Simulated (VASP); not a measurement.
# WSe2 (Pm) in VASP: notebook

The runs below take WSe2 through single point, with PBE+D3(BJ).

All numbers are computed with VASP 6.6.1; they aren't measurements. Logs are shortened: lines on timing, memory, paths and dates and some standing lists are left out, and cuts for length are marked.

## Step 1: The cell of the first run

Symmetry: Pm, No. 6, monoclinic system. Conventional cell: a = 3.279 Å, b = 12.788 Å, c = 3.279 Å, α = 90.00°, β = 120.00°, γ = 90.00°. W (site symmetry m) has 6 Se at 2.26 to 2.76 Å within 3.0 Å. Within 3.3 Å of W (site symmetry m) lie 6 Se at 2.53 Å and 6 W at 3.28 Å. Within 3.4 Å of Se (site symmetry 1) lie 3 W at 2.53 Å and 7 Se at 3.28 to 3.37 Å. Se (site symmetry 1) has 3 W at 2.26 to 2.76 Å within 3.0 Å.

## Step 2: Single point, PBE+D3(BJ) (atom 1 (W) moved by -0.280 Å along [1 0 0] and -0.280 Å along [1 2 0])

Input file INCAR:

```
SYSTEM = WSe2
PREC = Accurate
ENCUT = 520
EDIFF = 1E-6
ISMEAR = 0
SIGMA = 0.05
LREAL = .False.
LASPH = .True.
NELM = 60
ALGO = Normal
ISIF = 2
LWAVE = .False.
LCHARG = .True.
GGA = PE
IVDW = 12
LELF = .True.
LVHAR = .True.
NBANDS = 35
```

Input file KPOINTS:

```
Automatic mesh
0
Gamma
  9 9 2
  0 0 0
```

Input file POSCAR:

```
WSe2
1.0
    3.2790216039      0.0000000000      0.0000000000
   -1.6395108019      2.8397160085      0.0000000000
    0.0000000000      0.0000000000     12.7878979243
W Se
2 4
Direct
    0.1986413036      0.5680652575      0.2500000000
    0.6666666667      0.3333333333      0.7500000000
    0.3333333333      0.6666666667      0.6182859564
    0.6666666667      0.3333333333      0.1182859564
    0.3333333333      0.6666666667      0.8817140436
    0.6666666667      0.3333333333      0.3817140436
```

Potentials or basis: VASP PAW PBE potentials, release 64 (W_sv, Se).

On the command line:

```sh
> cat potpaw_PBE.64/W_sv/POTCAR potpaw_PBE.64/Se/POTCAR > POTCAR
> mpirun -np 1 vasp_std > vasp.out
```

OUTCAR:

```text
SYSTEM = WSe2
   PREC = Accurate
   ENCUT = 520
   EDIFF = 1E-6
   ISMEAR = 0
   LREAL = .False.
   LASPH = .True.
   NELM = 60
   ISIF = 2
   GGA = PE
   IVDW = 12
 IVDW          = 12

 ion  position               nearest neighbor table
   1  0.199  0.568  0.250-   4 2.26   6 2.26   4 2.64   6 2.64   4 2.76   6 2.76
   2  0.667  0.333  0.750-   3 2.53   5 2.53   3 2.53   5 2.53   3 2.53   5 2.53
   3  0.333  0.667  0.618-   2 2.53   2 2.53   2 2.53
   4  0.667  0.333  0.118-   1 2.26   1 2.64   1 2.76
   5  0.333  0.667  0.882-   2 2.53   2 2.53   2 2.53
   6  0.667  0.333  0.382-   1 2.26   1 2.64   1 2.76

  LATTYP: Found a hexagonal cell.
 ALAT       =     3.2790216039
 C/A-ratio  =     3.8999126779

  Lattice vectors:

 A1 = (   3.2790216039,   0.0000000000,   0.0000000000)
 A2 = (  -1.6395108019,   2.8397160085,   0.0000000000)
 A3 = (   0.0000000000,   0.0000000000,  12.7878979243)

Analysis of symmetry for initial positions (statically):
=====================================================================
 Subroutine PRICEL returns:
 Original cell was already a primitive cell.

 Routine SETGRP: Setting up the symmetry group for a
 hexagonal supercell.

 Subroutine GETGRP returns: Found  2 space group operations
 (whereof  1 operations were pure point group operations)
 out of a pool of 24 trial point group operations.

The static configuration has the point symmetry C_1 .
 The point group associated with its full space group is C_1h.

Analysis of symmetry for dynamics (positions and initial velocities):
=====================================================================
 Subroutine PRICEL returns:
 Original cell was already a primitive cell.

 Routine SETGRP: Setting up the symmetry group for a
 hexagonal supercell.

 Subroutine GETGRP returns: Found  2 space group operations
 (whereof  1 operations were pure point group operations)
 out of a pool of 24 trial point group operations.

The dynamic configuration has the point symmetry C_1 .
 The point group associated with its full space group is C_1h.

 Subroutine INISYM returns: Found  2 space group operations
 (whereof  1 operations are pure point group operations),
 and found     1 'primitive' translations

----------------------------------------------------------------------------------------

                                     Primitive cell

  volume of cell :     119.0744

  direct lattice vectors                    reciprocal lattice vectors
[... 99 lines left out ...]
   IBRION =     -1    ionic relax: 0-MD 1-quasi-New 2-CG
   NFREE  =      0    steps in history (QN), initial steepest desc. (CG)
   ISIF   =      2    stress and relaxation
   ISYM   =      2    0-nonsym 1-usesym 2-fastsym
   POTIM  = 0.5000    time-step for ionic-motion
   TEBEG  =    0.0;   TEEND  =   0.0 temperature during run
   PSTRESS=    0.0 pullay stress
   NELECT =      52.0000    total number of electrons
   NUPDOWN=      -1.0000    fix difference up-down
   EMIN   =  10.00;   EMAX   =-10.00  energy-range for DOS
   EFERMI =   0.00;   METHOD = LEGACY
   ISMEAR =     0;   SIGMA  =   0.05  broadening in eV -4-tet -1-fermi 0-gaus
   EFERMI_NEDOS =   21; number of points for ismear=-14 and -15
   IALGO  =     38    algorithm
   IMIX   =      4    mixing-type and parameters
     AMIX     =   0.40;   BMIX     =  1.00
     AMIX_MAG =   1.60;   BMIX_MAG =  1.00
  volume/ion in A,a.u.               =      19.85       133.93
  Fermi-wavevector in a.u.,A,eV,Ry     =   1.242043  2.347120 20.989298  1.542670
  Thomas-Fermi vector in A             =   2.376414
   LORBIT       =      0    0 simple, 1 ext, 2 COOP (PROOUT), +10 PAW based schemes
   GGA     = PE    functional components
   LHFCALC =     F    Hartree Fock is set to
   AEXX    =    0.0000 exact exchange contribution
   IVDW    =    12    specifies the selected vdW correction
   LEPSILON=     F    determine dielectric tensor
   LRPA    =     F    only Hartree local field effects (RPA)
 non-spin polarized calculation
 Gauss-broadening in eV      SIGMA  =   0.05
  energy-cutoff  :      520.00
  volume of cell :      119.07
 maximum number of plane-waves:      3246
   NGX = 13   NGY = 13   NGZ = 47

 number of electron      51.9999991 magnetization

 Free energy of the ion-electron system (eV)
  ---------------------------------------------------
  ext. energy  EPLUGINS =         0.00000000
  ---------------------------------------------------
  free energy    TOTEN  =       -41.60854887 eV

  energy without entropy =      -41.60854887  energy(sigma->0) =      -41.60854887

 E-fermi :   7.0582     XC(G=0): -10.8907

 val. band max:        6.8090583179   @ k =  -0.4444   0.4444   0.5000
 cond. band min:       7.3673500115   @ k =   0.0000   0.0000   0.5000
 fundamental gap:      0.5582916936
 Fermi energy:         7.0581725292

 k-point     1 :       0.0000    0.0000    0.0000
  band No.  band energies     occupation
      1     -67.8331      2.00000
      2     -67.7089      2.00000
      3     -32.1239      2.00000
      4     -32.0846      2.00000
      5     -31.9466      2.00000
      6     -31.9462      2.00000
[... 901 lines left out ...]
     34      10.7003      0.00000
     35      11.4233      0.00000

 [... further k-points ...]

------------------------ aborting loop because EDIFF is reached ----------------------------------------

 Edisp (eV)   -2.85384

 E8    (eV) :    -1.2731

  FORCE on cell =-STRESS in cart. coord.  units (eV):
  Direction    XX          YY          ZZ          XY          YZ          ZX
  --------------------------------------------------------------------------------------
  -------------------------------------------------------------------------------------
  Total       4.64841    -0.14092     6.90131     2.25011     0.00000     0.00000
  in kB      62.54557    -1.89611    92.85897    30.27576     0.00000     0.00000
  external pressure =       51.17 kB  Pullay stress =        0.00 kB

 VOLUME and BASIS-vectors are now :
 -----------------------------------------------------------------------------
  energy-cutoff  :      520.00
  volume of cell :      119.07
      direct lattice vectors                 reciprocal lattice vectors
     3.279021604  0.000000000  0.000000000     0.304969018  0.176073945  0.000000000
    -1.639510802  2.839716008  0.000000000     0.000000000  0.352147890  0.000000000
     0.000000000  0.000000000 12.787897924     0.000000000  0.000000000  0.078198935

 POSITION                                       TOTAL-FORCE (eV/Angst)
 -----------------------------------------------------------------------------------
     -0.28000      1.61314      3.19697         5.649449      4.632749      0.000000
      1.63951      0.94657      9.59092        -0.013756     -0.016490      0.000000
     -0.00000      1.89314      7.90658        -0.022187     -0.016106     -0.050556
      1.63951      0.94657      1.51263        -2.795660     -2.292023     -2.009448
     -0.00000      1.89314     11.27527        -0.022187     -0.016106      0.050556
      1.63951      0.94657      4.88132        -2.795660     -2.292023      2.009448
 -----------------------------------------------------------------------------------
    total drift:                                0.000074     -0.000054      0.000000

  FREE ENERGIE OF THE ION-ELECTRON SYSTEM (eV)
  ---------------------------------------------------
  free  energy   TOTEN  =       -44.4623917737 eV

  energy  without entropy=      -44.4623917737  energy(sigma->0) =      -44.46239177
```

Run time: 1.9 min. Hardware: 1 thread of Intel Xeon 6975P-C (Granite Rapids), shared host; peak memory 0.42 GiB.

Results:

* Free energy: -44.4624 eV
* Pressure: 5.1 GPa
* Largest force: 7.306 eV/Å
* Band gap on the k mesh: 0.56 eV (least direct gap 0.67 eV)
* Dispersion energy per atom: -0.476 eV

Forces in eV/Å, atoms in the order of the input:
```
W    5.649  4.633  0.000
W   -0.014 -0.016  0.000
Se  -0.022 -0.016 -0.051
Se  -2.796 -2.292 -2.009
Se  -0.022 -0.016  0.051
Se  -2.796 -2.292  2.009
```

Caveat: the cell differs from its parent crystal (atom 1 (W) moved by -0.280 Å along [1 0 0] and -0.280 Å along [1 2 0]); the cell stands under pressure; spin-orbit coupling is left out, which moves the levels of the heavy elements; an odd mesh through Γ misses points on the zone boundary, where band edges can lie; forces of over 1 eV/Å act on the atoms, so gaps and moduli don't describe the material at rest.

## Step 3: Single point, PBE+D3(BJ) (atom 1 (W) moved by -0.280 Å along [1 0 0] and +0.280 Å along [1 2 0])

Input file INCAR:

```
SYSTEM = WSe2
PREC     = Accurate       ! precision mode
ENCUT    = 520            ! plane-wave cutoff, eV
EDIFF    = 1E-6           ! SCF threshold, eV
ISMEAR   = 0              ! smearing method
SIGMA    = 0.05           ! smearing width, eV
LREAL    = .FALSE.        ! projectors in reciprocal space
LASPH    = .TRUE.         ! aspherical terms in the spheres
NELM     = 80             ! most SCF steps
ALGO     = Normal         ! electronic algorithm
ISIF     = 2              ! what is computed and relaxed
LWAVE    = .FALSE.        ! write WAVECAR
LCHARG   = .FALSE.        ! write CHGCAR
GGA      = PE             ! functional
IVDW     = 12             ! dispersion correction
NBANDS   = 35             ! bands
```

Input file KPOINTS:

```
regular mesh
0
G
  9 9 2
  0 0 0
```

Edit POSCAR of step 2 so:

```diff
@@ -8,3 +8,3 @@
 Direct
-    0.1986413036      0.5680652575      0.2500000000
+    0.2972427127      0.7652680758      0.2500000000
     0.6666666667      0.3333333333      0.7500000000
```

Potentials or basis: VASP PAW PBE potentials, release 64 (W_sv, Se).

On the command line:

```sh
> cat potpaw_PBE.64/W_sv/POTCAR potpaw_PBE.64/Se/POTCAR > POTCAR
> mpirun -np 1 vasp_std > vasp.out
```

Wall time 1.8 min (1 thread of Intel Xeon 6975P-C (Granite Rapids), shared host); peak memory 0.42 GiB.

The run converged. Its results:

```yaml
Free_energy: -44.6420 eV
Pressure: 3.9 GPa
Largest_force: 5.857 eV/Å
Band_gap_on_the_k_mesh: 0.50 eV (least direct gap 0.55 eV)
Dispersion_energy_per_atom: -0.476 eV
```

Forces in eV/Å, atoms in the order of the input:
```
W    3.665 -4.569  0.000
W   -0.020  0.017  0.000
Se  -0.010  0.017 -0.056
Se  -1.812  2.259 -1.553
Se  -0.010  0.017  0.056
Se  -1.812  2.259  1.553
```

Stress tensor (GPa, compression positive):
```
-0.55  3.07  0.00
 3.07  5.14  0.00
 0.00  0.00  7.13
```

Levels at points of the mesh, in eV from the valence-band top:
| k point | band 22 | band 23 | band 24 | band 25 | band 26 | band 27 | band 28 | band 29 | band 30 | band 31 |
| --- | --- | --- | --- | --- | --- | --- | --- | --- | --- | --- |
| (0.00, 0.00, 0.00) | -1.84 | -1.57 | -1.36 | -0.43 | 0.00 | 0.55 | 1.33 | 1.99 | 2.32 | 2.32 |
| (0.00, 0.00, 0.50) | -1.84 | -1.84 | -0.69 | -0.59 | 0.00 | 0.55 | 1.34 | 2.00 | 2.32 | 2.33 |

Caveat: the cell differs from its parent crystal (atom 1 (W) moved by -0.280 Å along [1 0 0] and +0.280 Å along [1 2 0]); the cell stands under pressure; spin-orbit coupling is left out, which moves the levels of the heavy elements; an odd mesh through Γ misses points on the zone boundary, where band edges can lie; forces of over 1 eV/Å act on the atoms, so gaps and moduli don't describe the material at rest.
